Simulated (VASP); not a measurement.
Write the native input for VASP 6.6.1 that does the following.

```
Task                   : single point
Functional             : PBE
Potentials or basis    : VASP PAW PBE potentials, release 64 (Eu)
Cutoff                 : 520 eV
k mesh                 : 10 × 10 × 10
Occupations            : fermi-dirac, width 0.05 eV
Spin                   : collinear spin, ferromagnetic start
Starting moments       : [9.26] μB
Fixed moment           : 9.26 μB
Dipole correction      : no
Further INCAR settings : ALGO = Normal; EDIFF = 1e-06; NBANDS = 18
```

The structure of Eu lies in POSCAR:

```
Eu
1.0
   -2.3030000000      2.3030000000      2.3030000000
    2.3030000000     -2.3030000000      2.3030000000
    2.3030000000      2.3030000000     -2.3030000000
Eu
1
Direct
    0.0000000000      0.0000000000      0.0000000000
```

The input as run:

INCAR

```
SYSTEM = Eu
  ALGO = Normal
  EDIFF = 1E-6
  ENCUT = 520
  GGA = PE
  ISIF = 2
  ISMEAR = -1
  ISPIN = 2
  LASPH = .TRUE.
  LCHARG = .TRUE.
  LELF = .TRUE.
  LMAXMIX = 6
  LORBIT = 11
  LREAL = .FALSE.
  LVHAR = .TRUE.
  LWAVE = .FALSE.
  MAGMOM = 9.26
  NBANDS = 18
  NELM = 150
  NUPDOWN = 9.26
  PREC = Accurate
  SIGMA = 0.05
```

KPOINTS

```
k-points
0
G
  10 10 10
  0 0 0
```

Potentials or basis: VASP PAW PBE potentials, release 64 (Eu).

Launch:

```bash
$ cat potpaw_PBE.64/Eu/POTCAR > POTCAR
$ mpirun -np 1 vasp_std > vasp.out
```

Results of the run:

```yaml
Pressure: -2.7 GPa
Net_moment: 9.26 μB per cell
Site_moments: Eu +7.24 μB
Valence_electrons_inside_the_program's_atomic_spheres: Eu 14.76
```

Caveat: the total moment is fixed, so each spin has its own Fermi level and the state may be an excited one.

It took 2.8 min on 1 thread of Intel(R) Xeon(R) Platinum 8488C (Sapphire Rapids), with other jobs on the host, peak memory 0.24 GiB.
